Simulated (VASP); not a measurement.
Wanted: the native input for a VASP 6.6.1 run.

```
Task                   : single point
Functional             : PBEsol
Potentials or basis    : VASP PAW PBE potentials, release 64 (Si)
Cutoff                 : 520 eV
k mesh                 : 6 × 6 × 6
Occupations            : fermi-dirac, width 0.02 eV
Spin                   : no spin polarisation
Dipole correction      : no
Further INCAR settings : ALGO = Normal; EDIFF = 1e-06; NBANDS = 11
```

The structure of Si lies in POSCAR:

```
Si
1.0
    0.0000000000      2.7135600000      2.7135600000
    2.7135600000      0.0000000000      2.7135600000
    2.7135600000      2.7135600000      0.0000000000
Si
2
Direct
    0.7500000000      0.7500000000      0.7500000000
    0.5000000000      0.5000000000      0.5000000000
```

One way to write it, as run:

INCAR

```
SYSTEM = Si
ALGO     = Normal         ! electronic algorithm
EDIFF    = 1E-6           ! SCF threshold, eV
ENCUT    = 520            ! plane-wave cutoff, eV
GGA      = PS             ! functional
ISIF     = 2              ! what is computed and relaxed
ISMEAR   = -1             ! smearing method
LASPH    = .TRUE.         ! aspherical terms in the spheres
LCHARG   = .TRUE.         ! write CHGCAR
LELF     = .TRUE.         ! ELF
LREAL    = .FALSE.        ! projectors in reciprocal space
LVHAR    = .TRUE.       
LWAVE    = .FALSE.        ! write WAVECAR
NBANDS   = 11             ! bands
NELM     = 100            ! most SCF steps
PREC     = Accurate       ! precision mode
SIGMA    = 0.02           ! smearing width, eV
```

KPOINTS

```
k-points
0
G
  6 6 6
  0 0 0
```

Potentials or basis: VASP PAW PBE potentials, release 64 (Si).

Command:

```console
$ cat potpaw_PBE.64/Si/POTCAR > POTCAR
$ mpirun -np 1 vasp_std > vasp.out
```

It gave:

| Property | Result |
| --- | --- |
| Pressure | 0.5 GPa |
| Band gap on the k mesh | 0.58 eV, indirect (least direct gap 2.51 eV) |

Caveat: the PAW data sets were made with another functional, which shifts forces and pressure a little.

It took 4.9 s on 1 thread of Intel(R) Xeon(R) Platinum 8488C (Sapphire Rapids) (shared host), peak memory 0.15 GiB.
